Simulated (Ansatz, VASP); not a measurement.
Given: the input of a run of Ansatz 0.2.0 on K.

Contents of input.yaml:

```yaml
crystal:
  lattice:
    - [-2.7504652529, 2.7504652529, 2.7504652529]
    - [2.7504652529, -2.7504652529, 2.7504652529]
    - [2.7504652529, 2.7504652529, -2.7504652529]
  atoms:
    - { symbol: K, position: [0.0, 0.0, 0.0] }
kpoints:
  mp_grid: { grid: [7, 7, 7] }
scf:
  occupations: { method: fermi_dirac, width: 0.05 }
hamiltonian:
  xc: pbe
  pseudopotentials: { kind: all_electron, lapw: { basis_error: 0.0005 } }
output:
  forces: true
  stress: true
  eigenvalues: true
```

Potentials or basis: all-electron LAPW, scalar-relativistic.

Command:

```console
$ ansatz run input.yaml --threads 1 --pin off --max-ram 2560MiB --backend cpu --events-out ev --progress --plain --runs-dir out
```

Set up the same calculation for VASP 6.6.1. Potentials there: VASP PAW PBE potentials, release 64 (K_sv).

As run (the cutoff follows the program's own potentials):

File INCAR:

```
SYSTEM = K
PREC     = Accurate       ! precision mode
ENCUT    = 520            ! plane-wave cutoff, eV
EDIFF    = 1E-6           ! SCF threshold, eV
ISMEAR   = -1             ! smearing method
SIGMA    = 0.05           ! smearing width, eV
LREAL    = .False.        ! projectors in reciprocal space
LASPH    = .True.         ! aspherical terms in the spheres
NELM     = 100            ! most SCF steps
ALGO     = Fast           ! electronic algorithm
ISIF     = 2              ! what is computed and relaxed
LWAVE    = .False.        ! write WAVECAR
LCHARG   = .False.        ! write CHGCAR
GGA      = PE             ! functional
NBANDS   = 10             ! bands
```

The input KPOINTS:

```
Automatic mesh
0
Gamma
  7 7 7
  0 0 0
```

POSCAR

```
K
1.0
   -2.7504652529      2.7504652529      2.7504652529
    2.7504652529     -2.7504652529      2.7504652529
    2.7504652529      2.7504652529     -2.7504652529
K
1
Direct
    0.0000000000      0.0000000000      0.0000000000
```

Potentials or basis: VASP PAW PBE potentials, release 64 (K_sv).

Run with:

```console
$ cat potpaw_PBE.64/K_sv/POTCAR > POTCAR
$ mpirun -np 1 vasp_std > vasp.out
```

Both were run:

|  | VASP | Ansatz | Ansatz less VASP |
| --- | --- | --- | --- |
| gap on the k mesh at the Fermi level (eV) | none | none | - |
| pressure (GPa) | -0.4 | -0.3 | +0.01 |

A gap of «none» marks a metal or a gap that the smearing closes. Ansatz ran all-electron here, and VASP with PAW potentials.
